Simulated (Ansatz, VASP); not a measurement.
# One calculation of Te, two programs

```
Te
1.0
    -3.02996    3.97054    1.57261
     3.02996   -3.97054    1.57261
     3.02996    3.97054   -1.57261
Te
2
Direct
  0.99907 0.24907 0.75000
  0.00093 0.75093 0.25000
```

Alike in both runs: task single point; functional r2SCAN; k mesh 11 × 11 × 11; no spin polarisation.

```csv
,VASP,Ansatz
version,VASP 6.6.1,Ansatz 0.2.0
potentials or method,"VASP PAW PBE potentials, release 64 (Te), cutoff 520 eV","plane waves, PAW"
occupations,"methfessel-paxton of order 1, width 0.1 eV","cold, width 0.1 eV"
valence electrons in the cell,12,32
```

Ansatz gave:

- pressure (GPa): -2.7
- traceless stress, the component that is largest in VASP (GPa): 1.93

Task: Which values does VASP return?

Result: Pressure (GPa): -2.7; traceless stress, the component that is largest in VASP (GPa): 1.94.

VASP's potentials were made for PBE, not for r2SCAN. VASP's potentials hold 12 valence electrons a cell and Ansatz's 32, so a difference there can come from the potentials and not from the codes.

Neither program's run includes spin-orbit coupling.
